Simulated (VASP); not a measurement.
# Ta2Ru (I4/mmm) in VASP: relaxation of cell and atoms with PBE

Aim: the relaxation of cell and atoms of Ta2Ru with PBE.

Program: VASP 6.6.1. These are calculated values, not measurements. Logs are shortened: lines on timing, memory, paths and dates and some standing lists are left out, and cuts for length are marked.

## (1) The cell of the first run

Symmetry: I4/mmm, No. 139, tetragonal system. Conventional cell: a = 3.206 Å, b = 3.206 Å, c = 9.774 Å, α = 90.00°, β = 90.00°, γ = 90.00°. Ta (site symmetry 4mm) has 5 Ru at 2.77 to 3.30 Å and 9 Ta at 2.84 to 3.21 Å within 3.6 Å. Ru (site symmetry 4/mmm) has 10 Ta at 2.77 to 3.30 Å and 4 Ru at 3.21 Å within 3.6 Å.

## (2) Relaxation of cell and atoms, PBE

The input, INCAR:

```
SYSTEM = Ta2Ru
PREC = Accurate
ENCUT = 600
EDIFF = 1E-6
ISMEAR = 0
SIGMA = 0.1
LREAL = .FALSE.
LASPH = .TRUE.
NELM = 100
ALGO = Fast
ISIF = 3
LWAVE = .FALSE.
LCHARG = .FALSE.
GGA = PE
IBRION = 2
NSW = 100
EDIFFG = -0.01
KPAR = 4
```

The input, KPOINTS:

```
regular mesh
0
G
  20 20 20
  0 0 0
```

The input, POSCAR:

```
Ta2Ru
1.0
   -1.6028452275      1.6028452275      4.8869731230
    1.6028452275     -1.6028452275      4.8869731230
    1.6028452275      1.6028452275     -4.8869731230
Ta Ru
2 1
Direct
    0.6625363915      0.6625363915      0.0000000000
    0.3374636085      0.3374636085      0.0000000000
    0.0000000000      0.0000000000      0.0000000000
```

Potentials or basis: VASP PAW PBE potentials, release 64 (Ta_pv, Ru_pv).

Started as:

```sh
> cat potpaw_PBE.64/Ta_pv/POTCAR potpaw_PBE.64/Ru_pv/POTCAR > POTCAR
> mpirun -np 4 vasp_std > vasp.out
```

OUTCAR:

```text
SYSTEM = Ta2Ru
   PREC = Accurate
   ENCUT = 600
   EDIFF = 1E-6
   ISMEAR = 0
   LREAL = .FALSE.
   LASPH = .TRUE.
   NELM = 100
   ISIF = 3
   GGA = PE
   IBRION = 2
   NSW = 100
   EDIFFG = -0.01

 ion  position               nearest neighbor table
   1  0.663  0.663  0.000-   3 2.77   3 2.77   3 2.77   3 2.77   2 2.84   2 2.84   2 2.84   2 2.84
                             2 3.18   3 3.30
   2  0.337  0.337  0.000-   3 2.77   3 2.77   3 2.77   3 2.77   1 2.84   1 2.84   1 2.84   1 2.84
                             1 3.18   3 3.30
   3  0.000  0.000  0.000-   1 2.77   1 2.77   2 2.77   1 2.77   2 2.77   2 2.77   1 2.77   2 2.77
                             1 3.30   2 3.30

  LATTYP: Found a body centered tetragonal cell.
 ALAT       =     3.2056904550
 C/A-ratio  =     3.0489363784

  Lattice vectors:

 A1 = (  -1.6028452275,   1.6028452275,   4.8869731230)
 A2 = (   1.6028452275,  -1.6028452275,   4.8869731230)
 A3 = (   1.6028452275,   1.6028452275,  -4.8869731230)

Analysis of symmetry for initial positions (statically):
=====================================================================
 Subroutine PRICEL returns:
 Original cell was already a primitive cell.

 Routine SETGRP: Setting up the symmetry group for a
 body centered tetragonal supercell.

 Subroutine GETGRP returns: Found 16 space group operations
 (whereof 16 operations were pure point group operations)
 out of a pool of 16 trial point group operations.

The static configuration has the point symmetry D_4h.

Analysis of symmetry for dynamics (positions and initial velocities):
=====================================================================
 Subroutine PRICEL returns:
 Original cell was already a primitive cell.

 Routine SETGRP: Setting up the symmetry group for a
 body centered tetragonal supercell.

 Subroutine GETGRP returns: Found 16 space group operations
 (whereof 16 operations were pure point group operations)
 out of a pool of 16 trial point group operations.

The dynamic configuration has the point symmetry D_4h.

 Subroutine INISYM returns: Found 16 space group operations
 (whereof 16 operations are pure point group operations),
 and found     1 'primitive' translations

----------------------------------------------------------------------------------------

                                     Primitive cell

  volume of cell :      50.2207

  direct lattice vectors                    reciprocal lattice vectors
[... 101 lines left out ...]
   NUPDOWN=      -1.0000    fix difference up-down
   EMIN   =  10.00;   EMAX   =-10.00  energy-range for DOS
   EFERMI =   0.00;   METHOD = LEGACY
   ISMEAR =     0;   SIGMA  =   0.10  broadening in eV -4-tet -1-fermi 0-gaus
   EFERMI_NEDOS =   21; number of points for ismear=-14 and -15
   IALGO  =     68    algorithm
   IMIX   =      4    mixing-type and parameters
     AMIX     =   0.40;   BMIX     =  1.00
     AMIX_MAG =   1.60;   BMIX_MAG =  1.00
  volume/ion in A,a.u.               =      16.74       112.97
  Fermi-wavevector in a.u.,A,eV,Ry     =   1.465147  2.768727 29.207037  2.146657
  Thomas-Fermi vector in A             =   2.581039
   LORBIT       =      0    0 simple, 1 ext, 2 COOP (PROOUT), +10 PAW based schemes
   GGA     = PE    functional components
   LHFCALC =     F    Hartree Fock is set to
   AEXX    =    0.0000 exact exchange contribution
   IVDW    =     0    specifies the selected vdW correction
   LEPSILON=     F    determine dielectric tensor
   LRPA    =     F    only Hartree local field effects (RPA)
 conjugate gradient relaxation of ions
 non-spin polarized calculation
 RMM-DIIS sequential band-by-band and
 Gauss-broadening in eV      SIGMA  =   0.10
  energy-cutoff  :      600.00
  volume of cell :       50.22
 maximum number of plane-waves:      1712
 NGX is ok and might be reduce to    48
   NGX = 21   NGY = 21   NGZ = 21

--------------------------------------- Ionic step        1  -------------------------------------------

 number of electron      36.0000000 magnetization

 Free energy of the ion-electron system (eV)
  ---------------------------------------------------
  ext. energy  EPLUGINS =         0.00000000
  ---------------------------------------------------
  free energy    TOTEN  =       -33.72906030 eV

  energy without entropy =      -33.71366923  energy(sigma->0) =      -33.72136477

------------------------ aborting loop because EDIFF is reached ----------------------------------------

  FORCE on cell =-STRESS in cart. coord.  units (eV):
  Direction    XX          YY          ZZ          XY          YZ          ZX
  --------------------------------------------------------------------------------------
  -------------------------------------------------------------------------------------
  Total       -0.0351920     -0.0351920      0.1167271      0.0000000     -0.0000000      0.0000000
  in kB       -1.1227202     -1.1227202      3.7239092      0.0000000     -0.0000000      0.0000000
  external PRESSURE =       0.4928229 kB  Pullay stress =       0.0000000 kB
[... 135 lines left out ...]
--------------------------------------- Ionic step        5  -------------------------------------------

 number of electron      36.0000000 magnetization

 Free energy of the ion-electron system (eV)
  ---------------------------------------------------
  ext. energy  EPLUGINS =         0.00000000
  ---------------------------------------------------
  free energy    TOTEN  =       -33.72933694 eV

  energy without entropy =      -33.71404784  energy(sigma->0) =      -33.72169239

 E-fermi :   8.1354     XC(G=0): -12.9705

 val. band max:        8.1320875200   @ k =  -0.1500   0.4000   0.0500
 cond. band min:       8.1378824577   @ k =  -0.2000   0.3500   0.1000
 fundamental gap:      0.0057949377
 Fermi energy:         8.1354183856

 k-point     1 :       0.0000    0.0000    0.0000
  band No.  band energies     occupation
      1     -35.0290      2.00000
      2     -35.0016      2.00000
      3     -35.0016      2.00000
      4     -26.9162      2.00000
      5     -26.5953      2.00000
      6     -26.5953      2.00000
[... 589 lines left out ...]
     21       8.9252      0.00000
     22       9.2702      0.00000

 [... further k-points ...]

------------------------ aborting loop because EDIFF is reached ----------------------------------------

  FORCE on cell =-STRESS in cart. coord.  units (eV):
  Direction    XX          YY          ZZ          XY          YZ          ZX
  --------------------------------------------------------------------------------------
  -------------------------------------------------------------------------------------
  Total        0.0076194      0.0076194      0.0155730      0.0000000      0.0000000      0.0000000
  in kB        0.2430913      0.2430913      0.4968425      0.0000000      0.0000000      0.0000000
  external PRESSURE =       0.3276751 kB  Pullay stress =       0.0000000 kB
[... 18 lines left out ...]
  FREE ENERGIE OF THE ION-ELECTRON SYSTEM (eV)
  ---------------------------------------------------
  free  energy   TOTEN  =       -33.7293369408 eV

  energy  without entropy=      -33.7140478434  energy(sigma->0) =      -33.72169239

 reached required accuracy - stopping structural energy minimisation
```

CONTCAR:

```text
Ta2Ru
   1.00000000000000
    -1.6015976849194422    1.6015976849194422    4.8943728123574592
     1.6015976849194422   -1.6015976849194422    4.8943728123574592
     1.6015976849194422    1.6015976849194422   -4.8943728123574592
  Ta              Ru
     2     1
Direct
     0.6628061130013568    0.6628061130013568    0.0000000000000000
     0.3371938869986432    0.3371938869986432    0.0000000000000000
     0.0000000000000000    0.0000000000000000    0.0000000000000000

  0.00000000E+00  0.00000000E+00  0.00000000E+00
  0.00000000E+00  0.00000000E+00  0.00000000E+00
  0.00000000E+00  0.00000000E+00  0.00000000E+00
```

Wall time 50 min (4 MPI ranks of Oxide Virtual Turin-like, shared host); peak memory 1 GiB.

Results:

- Free energy: -33.7293 eV
- Energy gained by relaxing: 0.1 meV/atom
- Ionic steps: 5
- Pressure after relaxing: 0.0 GPa
- Largest force after relaxing: 0.004 eV/Å
- Band gap on the k mesh: zero (bands 18 and 19 overlap by 1.50 eV)

Forces on the atoms (eV/Å):
```
Ta   0.000  0.000 -0.004
Ta   0.000  0.000  0.004
Ru   0.000  0.000  0.000
```

The path:
```tsv
step	energy change (eV)	largest force (eV/Å)	pressure (GPa)	volume (Å³)
1	0.0000	0.0621	0.05	50.22
2	-0.0002	0.0158	-0.15	50.26
3	-0.0003	0.0006	-0.15	50.25
4	-0.0002	0.0135	0.36	50.15
5	-0.0003	0.0043	0.03	50.22
```

Final structure:
```
Ta Ru
1.0
    -1.60160    1.60160    4.89437
     1.60160   -1.60160    4.89437
     1.60160    1.60160   -4.89437
Ta Ru
2 1
Direct
  0.66281 0.66281 0.00000
  0.33719 0.33719 0.00000
  0.00000 0.00000 0.00000
```

Caveat: spin-orbit coupling is left out, which moves the levels of the heavy elements.
